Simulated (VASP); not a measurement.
Set up this calculation in VASP 6.6.1, as the native input.

```yaml
Task: dielectric tensor
Functional: PBE
Potentials_or_basis: VASP PAW PBE potentials, release 64 (Pt, Se)
Cutoff: 520 eV
k_mesh: 9 × 9 × 5
Occupations: gaussian, width 0.01 eV
Spin: no spin polarisation
Dipole_correction: no
Further_INCAR_settings: ALGO = Normal; EDIFF = 1e-08
```

The structure of PtSe2 lies in POSCAR:

```
PtSe2
1.0
    3.7173065480      0.0000000000      0.0000000000
   -1.8586532740      3.2192819042      0.0000000000
    0.0000000000      0.0000000000      5.8200740200
Pt Se
1 2
Direct
    0.0000000000      0.0000000000      0.0000000000
    0.6666666667      0.3333333333      0.7746118400
    0.3333333333      0.6666666667      0.2253881600
```

One way to write it, as run:

INCAR

```
PREC = Accurate ; ENCUT = 520
EDIFF = 1E-8 ; ISMEAR = 0
SIGMA = 0.01 ; LREAL = F
LASPH = T ; NELM = 60
ALGO = Normal ; ISIF = 2
LWAVE = F ; LCHARG = F
GGA = PE ; LEPSILON = T
```

KPOINTS

```
regular mesh
0
Gamma
  9 9 5
```

Potentials or basis: VASP PAW PBE potentials, release 64 (Pt, Se).

Command:

```sh
$ cat potpaw_PBE.64/Pt/POTCAR potpaw_PBE.64/Se/POTCAR > POTCAR
$ mpirun -np 1 vasp_std > vasp.out
```

Results of the run:

```yaml
Band_gap_on_the_k_mesh: 0.60 eV (least direct gap 0.77 eV)
Electronic_dielectric_tensor_diagonal: 21.53, 21.53, 11.55
Born_charges_mean_of_the_diagonal: Pt +1.72; Se -0.86 e
```

Caveat: the gap is small at this level, which inflates the dielectric constant; spin-orbit coupling is left out, which moves the levels of the heavy elements; an odd mesh through Γ misses points on the zone boundary, where band edges can lie.

Wall time 4.6 min on 1 thread of Intel(R) Xeon(R) 6975P-C (Granite Rapids), with other jobs on the host, peak memory 0.47 GiB.
